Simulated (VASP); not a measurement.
Input of a VASP 6.6.1 run:

INCAR

```
SYSTEM = MgO
PREC     = Accurate       ! precision mode
ENCUT    = 600            ! plane-wave cutoff, eV
EDIFF    = 1E-6           ! SCF threshold, eV
ISMEAR   = 0              ! smearing method
SIGMA    = 0.01           ! smearing width, eV
LREAL    = .False.        ! projectors in reciprocal space
LASPH    = .True.         ! aspherical terms in the spheres
NELM     = 120            ! most SCF steps
ALGO     = Normal         ! electronic algorithm
ISIF     = 2              ! what is computed and relaxed
LWAVE    = .False.        ! write WAVECAR
LCHARG   = .True.         ! write CHGCAR
GGA      = PE             ! functional
LELF     = .True.         ! ELF
LVHAR    = .True.       
NBANDS   = 11             ! bands
GGA_COMPAT= .False.
```

The input KPOINTS:

```
Automatic mesh
0
Gamma
  6 6 6
  0 0 0
```

POSCAR

```
MgO
1.0
    0.0000000000      2.2820056318      2.2820056318
    2.2820056318      0.0000000000      2.2820056318
    2.2820056318      2.2820056318      0.0000000000
Mg O
1 1
Direct
    0.0000000000      0.0000000000      0.0000000000
    0.2500000000      0.2500000000      0.2500000000
```

Potentials or basis: VASP PAW PBE potentials, release 64 (Mg, O).

Run with:

```bash
$ cat potpaw_PBE.64/Mg/POTCAR potpaw_PBE.64/O/POTCAR > POTCAR
$ mpirun -np 1 vasp_std > vasp.out
```

(1) Estimate the pressure.

(2) Predict the band gap on the k mesh.

## Answers

(1) 3.3 GPa.

(2) 3.64 eV, direct.
